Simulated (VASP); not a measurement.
# La (Pm-3m) in VASP: a series of runs

La is run at these levels: PBE; tasks: single point.

Everything below comes from runs of VASP 6.6.1. Logs are shortened: lines on timing, memory, paths and dates and some standing lists are left out, and cuts for length are marked.

## 1. The cell of the first run

Symmetry: Pm-3m, No. 221, cubic system. Conventional cell: a = 2.454 Å, b = 2.454 Å, c = 2.454 Å, α = 90.00°, β = 90.00°, γ = 90.00°. La (site symmetry m-3m) has 6 La at 2.45 Å within 3.2 Å.

This isn't the form of La at room conditions, which is double hcp.

## 2. Single point, PBE (14.78 Å³/atom)

INCAR reads:

```
ALGO = Normal
EDIFF = 1E-6
ENCUT = 500
GGA = PE
GGA_COMPAT = F
ISIF = 2
ISMEAR = -1
LASPH = T
LCHARG = F
LMAXMIX = 6
LREAL = F
LWAVE = F
NBANDS = 12
NELM = 200
PREC = Accurate
SIGMA = 0.08
```

KPOINTS reads:

```
k-points
0
Gamma
  12 12 12
```

POSCAR reads:

```
La
1.0
    2.4539194712      0.0000000000      0.0000000000
    0.0000000000      2.4539194712      0.0000000000
    0.0000000000      0.0000000000      2.4539194712
La
1
Direct
    0.0000000000      0.0000000000      0.0000000000
```

Potentials or basis: VASP PAW PBE potentials, release 64 (La).

On the command line:

```
$ cat potpaw_PBE.64/La/POTCAR > POTCAR
$ mpirun -np 1 vasp_std > vasp.out
```

OUTCAR:

```text
EDIFF = 1E-6
   ENCUT = 500
   GGA = PE
   ISIF = 2
   ISMEAR = -1
   LASPH = T
   LREAL = F
   NELM = 200
   PREC = Accurate

 ion  position               nearest neighbor table
   1  0.000  0.000  0.000-

  LATTYP: Found a simple cubic cell.
 ALAT       =     2.4539194712

  Lattice vectors:

 A1 = (   2.4539194712,   0.0000000000,   0.0000000000)
 A2 = (   0.0000000000,   2.4539194712,   0.0000000000)
 A3 = (   0.0000000000,   0.0000000000,   2.4539194712)

Analysis of symmetry for initial positions (statically):
=====================================================================
 Subroutine PRICEL returns:
 Original cell was already a primitive cell.

 Routine SETGRP: Setting up the symmetry group for a
 simple cubic supercell.

 Subroutine GETGRP returns: Found 48 space group operations
 (whereof 48 operations were pure point group operations)
 out of a pool of 48 trial point group operations.

The static configuration has the point symmetry O_h .

Analysis of symmetry for dynamics (positions and initial velocities):
=====================================================================
 Subroutine PRICEL returns:
 Original cell was already a primitive cell.

 Routine SETGRP: Setting up the symmetry group for a
 simple cubic supercell.

 Subroutine GETGRP returns: Found 48 space group operations
 (whereof 48 operations were pure point group operations)
 out of a pool of 48 trial point group operations.

The dynamic configuration has the point symmetry O_h .

 Subroutine INISYM returns: Found 48 space group operations
 (whereof 48 operations are pure point group operations),
 and found     1 'primitive' translations

----------------------------------------------------------------------------------------

                                     Primitive cell

  volume of cell :      14.7768

  direct lattice vectors                    reciprocal lattice vectors
     2.453919471  0.000000000  0.000000000     0.407511335  0.000000000  0.000000000
     0.000000000  2.453919471  0.000000000     0.000000000  0.407511335  0.000000000
     0.000000000  0.000000000  2.453919471     0.000000000  0.000000000  0.407511335

  length of vectors
     2.453919471  2.453919471  2.453919471     0.407511335  0.407511335  0.407511335

  position of ions in fractional coordinates (direct lattice)
     0.000000000  0.000000000  0.000000000

  ion indices of the primitive-cell ions
   primitive index   ion index
                 1           1

----------------------------------------------------------------------------------------

 KPOINTS: k-points

Automatic generation of k-mesh.
 Grid dimensions read from file:
 generate k-points for:   12   12   12

 Generating k-lattice:

  Cartesian coordinates                     Fractional coordinates (reciprocal lattice)
     0.033959278  0.000000000  0.000000000     0.083333333  0.000000000  0.000000000
     0.000000000  0.033959278  0.000000000     0.000000000  0.083333333  0.000000000
     0.000000000  0.000000000  0.033959278     0.000000000  0.000000000  0.083333333

  Length of vectors
     0.033959278  0.033959278  0.033959278

  Shift w.r.t. Gamma in fractional coordinates (k-lattice)
     0.000000000  0.000000000  0.000000000

 Subroutine IBZKPT returns following result:
 ===========================================

 Found     84 irreducible k-points:

 Following reciprocal coordinates:
            Coordinates               Weight
  0.000000  0.000000  0.000000      1.000000
  0.083333  0.000000  0.000000      6.000000
  0.166667  0.000000  0.000000      6.000000
  0.250000  0.000000  0.000000      6.000000
  0.333333  0.000000  0.000000      6.000000
  0.416667  0.000000  0.000000      6.000000
[... 16 lines left out ...]
  0.333333  0.333333  0.000000     12.000000
  0.416667  0.333333  0.000000     24.000000
 [... further k-points ...]
   k-points           NKPTS =     84   k-points in BZ     NKDIM =     84   number of bands    NBANDS=     12
   number of dos      NEDOS =    301   number of ions     NIONS =      1
   total plane-waves  NPLWV =   5832
   dimension x,y,z NGX =    18 NGY =   18 NGZ =   18
   dimension x,y,z NGXF=    36 NGYF=   36 NGZF=   36
   ions per type =               1
   NGX,Y,Z   is equivalent  to a cutoff of  12.19, 12.19, 12.19 a.u.
   NGXF,Y,Z  is equivalent  to a cutoff of  24.39, 24.39, 24.39 a.u.
 SYSTEM =  unknown system
   PREC   = accura    normal or accurate (medium, high low for compatibility)
   ISTART =      0    job   : 0-new  1-cont  2-samecut
   ICHARG =      2    charge: 1-file 2-atom 10-const
   ISPIN  =      1    spin polarized calculation?
   LNONCOLLINEAR =      F non collinear calculations
   LSORBIT =      F    spin-orbit coupling
   LASPH  =      T    aspherical Exc in radial PAW
   ENCUT  =  500.0 eV  36.75 Ry    6.06 a.u.   4.47  4.47  4.47*2*pi/ulx,y,z
   NELM   =    200;   NELMIN=  2; NELMDL= -5     # of ELM steps
   EDIFF  = 0.1E-05   stopping-criterion for ELM
   LREAL  =      F    real-space projection
   EDIFFG = 0.1E-04   stopping-criterion for IOM
   NSW    =      0    number of steps for IOM
   IBRION =     -1    ionic relax: 0-MD 1-quasi-New 2-CG
   NFREE  =      0    steps in history (QN), initial steepest desc. (CG)
   ISIF   =      2    stress and relaxation
   ISYM   =      2    0-nonsym 1-usesym 2-fastsym
   POTIM  = 0.5000    time-step for ionic-motion
   TEBEG  =    0.0;   TEEND  =   0.0 temperature during run
   PSTRESS=    0.0 pullay stress
   NELECT =      11.0000    total number of electrons
   NUPDOWN=      -1.0000    fix difference up-down
   EMIN   =  10.00;   EMAX   =-10.00  energy-range for DOS
   EFERMI =   0.00;   METHOD = LEGACY
   ISMEAR =    -1;   SIGMA  =   0.08  broadening in eV -4-tet -1-fermi 0-gaus
   EFERMI_NEDOS =   21; number of points for ismear=-14 and -15
   IALGO  =     38    algorithm
   IMIX   =      4    mixing-type and parameters
     AMIX     =   0.40;   BMIX     =  1.00
     AMIX_MAG =   1.60;   BMIX_MAG =  1.00
  volume/ion in A,a.u.               =      14.78        99.72
  Fermi-wavevector in a.u.,A,eV,Ry     =   1.483698  2.803782 29.951305  2.201359
  Thomas-Fermi vector in A             =   2.597327
   LORBIT       =      0    0 simple, 1 ext, 2 COOP (PROOUT), +10 PAW based schemes
   GGA     = PE    functional components
   LHFCALC =     F    Hartree Fock is set to
   AEXX    =    0.0000 exact exchange contribution
   IVDW    =     0    specifies the selected vdW correction
   LEPSILON=     F    determine dielectric tensor
   LRPA    =     F    only Hartree local field effects (RPA)
 non-spin polarized calculation
  energy-cutoff  :      500.00
  volume of cell :       14.78
 maximum number of plane-waves:       389
 NGX is ok and might be reduce to    18
   NGX =  9   NGY =  9   NGZ =  9

 number of electron      11.0000002 magnetization

 Free energy of the ion-electron system (eV)
  ---------------------------------------------------
  ext. energy  EPLUGINS =         0.00000000
  ---------------------------------------------------
  free energy    TOTEN  =         0.60387068 eV

  energy without entropy =        0.62766510  energy(sigma->0) =        0.61576789

 E-fermi :  20.6877     XC(G=0): -13.8911

 val. band max:       20.6688410268   @ k =   0.1667   0.0833   0.0833
 cond. band min:      20.7157291078   @ k =   0.5000   0.4167   0.1667
 fundamental gap:      0.0468880810
 Fermi energy:        20.6876585232

 k-point     1 :       0.0000    0.0000    0.0000
  band No.  band energies     occupation
      1     -15.5220      2.00000
      2       8.8570      2.00000
      3       8.8570      2.00000
      4       8.8570      2.00000
      5      17.5339      2.00000
      6      17.5339      2.00000
      7      22.2483      0.00000
      8      24.4925      0.00000
      9      24.4925      0.00000
     10      24.4925      0.00000
     11      26.7862      0.00000
     12      26.7862      0.00000

 k-point     2 :       0.0833    0.0000    0.0000
  band No.  band energies     occupation
      1     -15.3882      2.00000
      2       7.5671      2.00000
      3       8.9715      2.00000
      4       8.9715      2.00000
      5      17.6300      2.00000
      6      18.4811      2.00000
      7      22.8473      0.00000
      8      24.3743      0.00000
      9      24.5299      0.00000
     10      24.5299      0.00000
     11      26.7715      0.00000
     12      26.7861      0.00000

 k-point     3 :       0.1667    0.0000    0.0000
  band No.  band energies     occupation
      1     -14.9978      2.00000
      2       4.9669      2.00000
      3       9.2967      2.00000
      4       9.2967      2.00000
      5      17.9135      2.00000
      6      19.7256      1.99999
      7      24.0268      0.00000
      8      24.6395      0.00000
      9      24.6395      0.00000
     10      24.7657      0.00000
     11      26.7211      0.00000
     12      26.7836      0.00000

 k-point     4 :       0.2500    0.0000    0.0000
  band No.  band energies     occupation
      1     -14.3906      2.00000
      2       2.2531      2.00000
      3       9.7745      2.00000
      4       9.7745      2.00000
      5      18.3680      2.00000
      6      20.4177      1.93383
      7      23.4771      0.00000
      8      24.8179      0.00000
      9      24.8179      0.00000
     10      25.9873      0.00000
     11      26.5365      0.00000
     12      26.7692      0.00000

 k-point     5 :       0.3333    0.0000    0.0000
  band No.  band energies     occupation
      1     -13.6604      2.00000
      2      -0.1044      2.00000
      3      10.2999      2.00000
      4      10.2999      2.00000
      5      18.9580      2.00000
      6      20.8543      0.22161
      7      22.7831      0.00000
      8      25.0715      0.00000
      9      25.0715      0.00000
     10      25.9803      0.00000
     11      26.3703      0.00000
     12      26.7155      0.00000

 k-point     6 :       0.4167    0.0000    0.0000
  band No.  band energies     occupation
      1     -13.0027      2.00000
      2      -1.7753      2.00000
      3      10.7225      2.00000
      4      10.7225      2.00000
      5      19.5925      2.00000
      6      21.1334      0.00758
      7      22.0668      0.00000
      8      25.4260      0.00000
      9      25.4260      0.00000
     10      25.8973      0.00000
     11      26.2533      0.00000
     12      26.5278      0.00000

 k-point     7 :       0.5000    0.0000    0.0000
  band No.  band energies     occupation
      1     -12.7224      2.00000
      2      -2.3986      2.00000
      3      10.8869      2.00000
      4      10.8869      2.00000
      5      19.9500      1.99980
      6      21.2330      0.00219
      7      21.6783      0.00001
      8      25.7695      0.00000
      9      25.7695      0.00000
     10      25.8652      0.00000
     11      26.2116      0.00000
     12      26.2126      0.00000

 k-point     8 :       0.0833    0.0833    0.0000
  band No.  band energies     occupation
      1     -15.2543      2.00000
      2       7.5567      2.00000
      3       7.8157      2.00000
      4       9.0861      2.00000
      5      18.1285      2.00000
      6      19.1016      2.00000
      7      23.3087      0.00000
      8      24.2903      0.00000
      9      24.4937      0.00000
     10      24.5685      0.00000
     11      26.5493      0.00000
     12      26.7404      0.00000
[... 166 lines left out ...]
 k-point    20 :       0.3333    0.2500    0.0000
  band No.  band energies     occupation
      1     -12.5038      2.00000
      2       0.8500      2.00000
      3       3.8619      2.00000
      4      11.2311      2.00000
      5      18.2323      2.00000
      6      20.7607      0.57284
      7      22.9493      0.00000
      8      25.1314      0.00000
      9      25.4298      0.00000
     10      25.6238      0.00000
     11      25.8932      0.00000
     12      27.0806      0.00000

 k-point    21 :       0.4167    0.2500    0.0000
  band No.  band energies     occupation
      1     -11.8319      2.00000
      2      -0.8169      2.00000
      3       4.3388      2.00000
      4      11.6569      2.00000
      5      17.0524      2.00000
      6      21.3214      0.00073
      7      22.4875      0.00000
      8      25.2450      0.00000
      9      25.6178      0.00000
     10      25.9301      0.00000
     11      25.9382      0.00000
     12      26.8902      0.00000

 k-point    22 :       0.5000    0.2500    0.0000
  band No.  band energies     occupation
      1     -11.5442      2.00000
      2      -1.4440      2.00000
      3       4.5334      2.00000
      4      11.8223      2.00000
      5      16.6131      2.00000
      6      21.8925      0.00000
      7      21.9459      0.00000
      8      25.1609      0.00000
      9      25.8809      0.00000
     10      25.9435      0.00000
     11      26.1204      0.00000
     12      26.6628      0.00000

 k-point    23 :       0.3333    0.3333    0.0000
  band No.  band energies     occupation
      1     -11.7506      2.00000
      2       1.2104      2.00000
      3       1.7165      2.00000
      4      11.7625      2.00000
      5      16.4602      2.00000
      6      21.2071      0.00302
      7      22.8364      0.00000
      8      25.2356      0.00000
      9      25.5416      0.00000
     10      25.8755      0.00000
     11      25.9168      0.00000
     12      26.9935      0.00000

 k-point    24 :       0.4167    0.3333    0.0000
  band No.  band energies     occupation
      1     -11.0652      2.00000
      2      -0.2471      2.00000
      3       1.9673      2.00000
      4      12.1887      2.00000
      5      15.1966      2.00000
      6      21.6758      0.00001
      7      22.5397      0.00000
      8      25.0374      0.00000
      9      25.8953      0.00000
     10      25.9784      0.00000
     11      26.2674      0.00000
     12      26.7140      0.00000

 [... further k-points ...]
[... 5 lines left out ...]
  --------------------------------------------------------------------------------------
  -------------------------------------------------------------------------------------
  Total       17.8013000     17.8013000     17.8013000     -0.0000000     -0.0000000      0.0000000
  in kB     1930.1069839   1930.1069839   1930.1069839     -0.0000000     -0.0000000      0.0000000
  external PRESSURE =    1930.1069839 kB  Pullay stress =       0.0000000 kB

 VOLUME and BASIS-vectors are now :
 -----------------------------------------------------------------------------
  energy-cutoff  :      500.00
  volume of cell :       14.78
      direct lattice vectors                 reciprocal lattice vectors
     2.453919471  0.000000000  0.000000000     0.407511335  0.000000000  0.000000000
     0.000000000  2.453919471  0.000000000     0.000000000  0.407511335  0.000000000
     0.000000000  0.000000000  2.453919471     0.000000000  0.000000000  0.407511335

 POSITION                                       TOTAL-FORCE (eV/Angst)
 -----------------------------------------------------------------------------------
      0.00000      0.00000      0.00000         0.000000      0.000000      0.000000
 -----------------------------------------------------------------------------------
    total drift:                               -0.000000      0.000000      0.000000

  FREE ENERGIE OF THE ION-ELECTRON SYSTEM (eV)
  ---------------------------------------------------
  free  energy   TOTEN  =         0.6038706778 eV

  energy  without entropy=        0.6276651011  energy(sigma->0) =        0.61576789
```

It took 6.7 s on 1 thread of Intel Xeon 6975P-C (Granite Rapids), shared host; peak memory 0.14 GiB.

Results:

```
Free energy            : 0.6039 eV
Pressure               : 193.0 GPa
Band gap on the k mesh : zero (an odd number of electrons rules out a gap without spin polarisation)
```

Caveat: the cell stands under pressure; spin-orbit coupling is left out, which moves the levels of the heavy elements.

(Part 1 of 2 ends here.)

The gap in the log of VASP goes by the Fermi energy; the results here count the filled bands.